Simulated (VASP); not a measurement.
Write the native input for VASP 6.6.1 that does the following.

* Task: single point
* Functional: PBE
* Potentials or basis: VASP PAW PBE potentials, release 64 (Nd_3, Be, Cl), 4f in core
* Cutoff: 600 eV
* k mesh: 4 × 4 × 4
* Occupations: gaussian, width 0.1 eV
* Spin: no spin polarisation
* Dipole correction: no
* Mended: yes
* Further INCAR settings: ALGO = Normal; EDIFF = 1e-06; NBANDS = 29

The structure of Nd3BeCl lies in POSCAR:

```
Nd3BeCl
1.0
    5.6524805184      0.0000000000      0.0000000000
    0.0000000000      5.6524805184      0.0000000000
    0.0000000000      0.0000000000      5.5291841019
Nd Be Cl
3 1 1
Direct
    0.5000000000      0.0000000000      0.5000000000
    0.0000000000      0.5000000000      0.5000000000
    0.5000000000      0.5000000000      0.0000000000
    0.5000000000      0.5000000000      0.5000000000
    0.0000000000      0.0000000000      0.5000000000
```

The cell was built from a structure type or drawn by symmetry, and may not be a known phase.

These files were run (other wordings do the same):

INCAR

```
SYSTEM = Nd3BeCl
  PREC = Accurate
  ENCUT = 600
  EDIFF = 1E-6
  ISMEAR = 0
  SIGMA = 0.1
  LREAL = .False.
  LASPH = .True.
  NELM = 200
  ALGO = Normal
  ISIF = 2
  LWAVE = .False.
  LCHARG = .True.
  GGA = PE
  LELF = .True.
  LVHAR = .True.
  NBANDS = 29
  GGA_COMPAT = .False.
  LMAXMIX = 6
```

KPOINTS

```
Automatic mesh
0
Gamma
  4 4 4
  0 0 0
```

Potentials or basis: VASP PAW PBE potentials, release 64 (Nd_3, Be, Cl), 4f in core.

The run is started by

```sh
$ cat potpaw_PBE.64/Nd_3/POTCAR potpaw_PBE.64/Be/POTCAR potpaw_PBE.64/Cl/POTCAR > POTCAR
$ mpirun -np 1 vasp_std > vasp.out
```

Results of the run:

```
Pressure               : 0.2 GPa
Band gap on the k mesh : zero (bands 21 and 22 overlap by 0.78 eV)
```

Caveat: spin-orbit coupling is left out, which moves the levels of the heavy elements; the 4f electrons are frozen in the core, so they carry no moment and show no levels; the run has no spin polarisation, though such a crystal can be magnetic.

Wall time 48 s on 1 thread of Intel(R) Xeon(R) 6975P-C (Granite Rapids), with other jobs on the host, peak memory 0.38 GiB.
